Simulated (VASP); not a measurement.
# ZnCu2SnS4 (I-42m) in VASP: a series of runs, part 2 of 2

VASP 6.6.1. Earlier steps stand in the parts before.

## 3. Single point, r2SCAN

This run uses another cell than the first one, of 19.81 Å³/atom.

File POSCAR:

```
ZnCu2SnS4
1.0
   -2.7021619596      2.7021619596      5.4272154584
    2.7021619596     -2.7021619596      5.4272154584
    2.7021619596      2.7021619596     -5.4272154584
Cu Zn Sn S
2 1 1 4
Direct
    0.7500000000      0.2500000000      0.5000000000
    0.2500000000      0.7500000000      0.5000000000
    0.0000000000      0.0000000000      0.0000000000
    0.5000000000      0.5000000000      0.0000000000
    0.8904178857      0.8904178857      0.5151336511
    0.1095821143      0.6247157654      0.0000000000
    0.6247157654      0.1095821143      0.0000000000
    0.3752842346      0.3752842346      0.4848663489
```

File INCAR.step1:

```
ALGO = Normal
EDIFF = 1E-4
ENCUT = 520
GGA = PE
ISMEAR = -1
LASPH = T
LCHARG = F
LREAL = F
LWAVE = T
NBANDS = 46
NELM = 100
PREC = Accurate
SIGMA = 0.02
```

File INCAR.step2:

```
ALGO = Normal
EDIFF = 1E-6
ENCUT = 520
ISIF = 2
ISMEAR = -1
ISTART = 1
LASPH = T
LCHARG = F
LMIXTAU = T
LREAL = F
LWAVE = F
METAGGA = R2SCAN
NBANDS = 46
NELM = 100
PREC = Accurate
SIGMA = 0.02
```

File KPOINTS:

```
k-points
0
Gamma
  6 6 6
```

Potentials or basis: VASP PAW PBE potentials, release 64 (Cu, Zn, Sn_d, S).

Command:

```sh
$ cat potpaw_PBE.64/Cu/POTCAR potpaw_PBE.64/Zn/POTCAR potpaw_PBE.64/Sn_d/POTCAR potpaw_PBE.64/S/POTCAR > POTCAR
$ cp INCAR.step1 INCAR
$ mpirun -np 1 vasp_std > vasp.out
$ cp INCAR.step2 INCAR
$ mpirun -np 1 vasp_std > vasp.out
```

OUTCAR:

```text
EDIFF = 1E-6
   ENCUT = 520
   ISIF = 2
   ISMEAR = -1
   ISTART = 1
   LASPH = T
   LREAL = F
   METAGGA = R2SCAN
   NELM = 100
   PREC = Accurate

 ion  position               nearest neighbor table
   1  0.750  0.250  0.500-   5 2.30   6 2.30   8 2.30   7 2.30
   2  0.250  0.750  0.500-   5 2.30   7 2.30   8 2.30   6 2.30
   3  0.000  0.000  0.000-   5 2.35   6 2.35   7 2.35   8 2.35
   4  0.500  0.500  0.000-   6 2.44   7 2.44   5 2.44   8 2.44
   5  0.890  0.890  0.515-   1 2.30   2 2.30   3 2.35   4 2.44
   6  0.110  0.625  0.000-   2 2.30   1 2.30   3 2.35   4 2.44
   7  0.625  0.110  0.000-   1 2.30   2 2.30   3 2.35   4 2.44
   8  0.375  0.375  0.485-   1 2.30   2 2.30   3 2.35   4 2.44

  LATTYP: Found a body centered tetragonal cell.
 ALAT       =     5.4043239192
 C/A-ratio  =     2.0084715645

  Lattice vectors:

 A1 = (  -2.7021619596,   2.7021619596,   5.4272154584)
 A2 = (   2.7021619596,  -2.7021619596,   5.4272154584)
 A3 = (   2.7021619596,   2.7021619596,  -5.4272154584)

Analysis of symmetry for initial positions (statically):
=====================================================================
[... 186 lines left out ...]
 val. band max:        4.9263499009   @ k =   0.0000   0.0000   0.0000
 cond. band min:       5.2831760909   @ k =   0.0000   0.0000   0.0000
 fundamental gap:      0.3568261900
 Fermi energy:         5.1121160243

 k-point     1 :       0.0000    0.0000    0.0000
  band No.  band energies     occupation
      1     -18.2195      2.00000
      2     -18.2195      2.00000
      3     -18.2049      2.00000
      4     -18.1203      2.00000
      5     -18.1050      2.00000
      6     -10.4003      2.00000
[... 1165 lines left out ...]
     45      10.6396      0.00000
     46      10.8330      0.00000

 [... further k-points ...]
[... 5 lines left out ...]
  --------------------------------------------------------------------------------------
  -------------------------------------------------------------------------------------
  Total       -0.0464894     -0.0464894     -0.0510975      0.0000000      0.0000000      0.0000000
  in kB       -0.4698988     -0.4698988     -0.5164762      0.0000000      0.0000000      0.0000000
  external PRESSURE =      -0.4854246 kB  Pullay stress =       0.0000000 kB

 VOLUME and BASIS-vectors are now :
 -----------------------------------------------------------------------------
  energy-cutoff  :      520.00
  volume of cell :      158.51
      direct lattice vectors                 reciprocal lattice vectors
    -2.702161960  2.702161960  5.427215458     0.000000000  0.185037021  0.092128275
     2.702161960 -2.702161960  5.427215458     0.185037021  0.000000000  0.092128275
     2.702161960  2.702161960 -5.427215458     0.185037021  0.185037021  0.000000000

 POSITION                                       TOTAL-FORCE (eV/Angst)
 -----------------------------------------------------------------------------------
     -0.00000      2.70216      2.71361        -0.000000     -0.000000      0.000000
      2.70216     -0.00000      2.71361        -0.000000      0.000000      0.000000
      0.00000      0.00000      0.00000        -0.000000      0.000000      0.000000
      0.00000      0.00000      5.42722        -0.000000      0.000000      0.000000
      1.39197      1.39197      6.86924        -0.008658     -0.008658     -0.013553
      1.39197     -1.39197      3.98519        -0.008658      0.008658      0.013553
     -1.39197      1.39197      3.98519         0.008658     -0.008658      0.013553
      1.31019      1.31019      1.44202         0.008658      0.008658     -0.013553
 -----------------------------------------------------------------------------------
    total drift:                                0.000557      0.000557     -0.000203

  FREE ENERGIE OF THE ION-ELECTRON SYSTEM (eV)
  ---------------------------------------------------
  free  energy   TOTEN  =       -91.9283767946 eV

  energy  without entropy=      -91.9283760795  energy(sigma->0) =      -91.92837644
```

OUTCAR.step1:

```text
EDIFF = 1E-4
   ENCUT = 520
   GGA = PE
   ISMEAR = -1
   LASPH = T
[... 1420 lines left out ...]
      1.39197      1.39197      6.86924         0.044736      0.044736      0.113476
      1.39197     -1.39197      3.98519         0.044736     -0.044736     -0.113476
     -1.39197      1.39197      3.98519        -0.044736      0.044736     -0.113476
      1.31019      1.31019      1.44202        -0.044736     -0.044736      0.113476
 -----------------------------------------------------------------------------------
    total drift:                               -0.000011     -0.000011     -0.000015

  FREE ENERGIE OF THE ION-ELECTRON SYSTEM (eV)
  ---------------------------------------------------
  free  energy   TOTEN  =       -32.5345748844 eV

  energy  without entropy=      -32.5343832800  energy(sigma->0) =      -32.53447908
```

OSZICAR.step1:

```text
N       E                     dE             d eps       ncg     rms          rms(c)
DAV:   1     0.733199125989E+03    0.73320E+03   -0.32037E+04  2766   0.201E+03
DAV:   2     0.963139097512E+02   -0.63689E+03   -0.61330E+03  2760   0.515E+02
DAV:   3    -0.248809561919E+02   -0.12119E+03   -0.11774E+03  3322   0.210E+02
DAV:   4    -0.346677530586E+02   -0.97868E+01   -0.96666E+01  3736   0.583E+01
DAV:   5    -0.350746016904E+02   -0.40685E+00   -0.40617E+00  4070   0.132E+01    0.176E+01
DAV:   6    -0.347191558273E+02    0.35545E+00   -0.38370E+01  4234   0.981E+01    0.130E+01
DAV:   7    -0.324091536330E+02    0.23100E+01   -0.10839E+01  3792   0.828E+01    0.828E+00
DAV:   8    -0.326724135056E+02   -0.26326E+00   -0.40612E+00  4346   0.229E+01    0.414E+00
DAV:   9    -0.325428883705E+02    0.12953E+00   -0.14204E+00  3930   0.208E+01    0.920E-01
DAV:  10    -0.325326023664E+02    0.10286E-01   -0.10841E-01  4118   0.621E+00    0.236E-01
DAV:  11    -0.325342797919E+02   -0.16774E-02   -0.15313E-02  4050   0.669E-01    0.171E-01
DAV:  12    -0.325346754762E+02   -0.39568E-03   -0.13224E-03  4116   0.515E-01    0.988E-02
DAV:  13    -0.325345620320E+02    0.11344E-03   -0.84804E-04  2914   0.574E-01    0.479E-02
DAV:  14    -0.325345748844E+02   -0.12852E-04   -0.14191E-04  1836   0.160E-01
   1 F= -.32534575E+02 E0= -.32534479E+02  d E =-.191604E-03
```

It took 10 min on 1 thread of Intel Xeon 6975P-C (Granite Rapids), shared host; peak memory 0.5 GiB.

What came out:

- Free energy: -91.9284 eV
- Pressure: 0.0 GPa
- Largest force: 0.018 eV/Å
- Band gap on the k mesh: 0.36 eV

Forces on the atoms (eV/Å):
```
Cu   0.000  0.000  0.000
Cu   0.000  0.000  0.000
Zn   0.000  0.000  0.000
Sn   0.000  0.000  0.000
S   -0.009 -0.009 -0.014
S   -0.009  0.009  0.014
S    0.009 -0.009  0.014
S    0.009  0.009 -0.014
```

Levels at points of the mesh, in eV from the valence-band top:
```csv
k point,band 33,band 34,band 35,band 36,band 37,band 38,band 39,band 40
"(0.00, 0.00, 0.00)",-1.60,-0.17,0.00,0.00,0.36,2.12,3.43,3.86
"(0.50, 0.00, 0.00)",-1.18,-1.12,-0.84,-0.78,1.85,3.41,3.73,4.16
"(0.50, 0.50, 0.00)",-1.36,-0.54,-0.49,-0.41,0.73,2.87,3.10,4.44
"(0.50, 0.50, 0.50)",-1.42,-1.24,-0.63,-0.63,1.40,2.15,2.15,2.34
```

Caveat: semilocal functionals underestimate gaps, and a narrow one can read as zero; the PAW data sets were made with another functional, which shifts forces and pressure a little; spin-orbit coupling is left out, which moves the levels of the heavy elements. A k mesh can miss the band edges.

The gap in the log of VASP goes by the Fermi energy; the results here count the filled bands.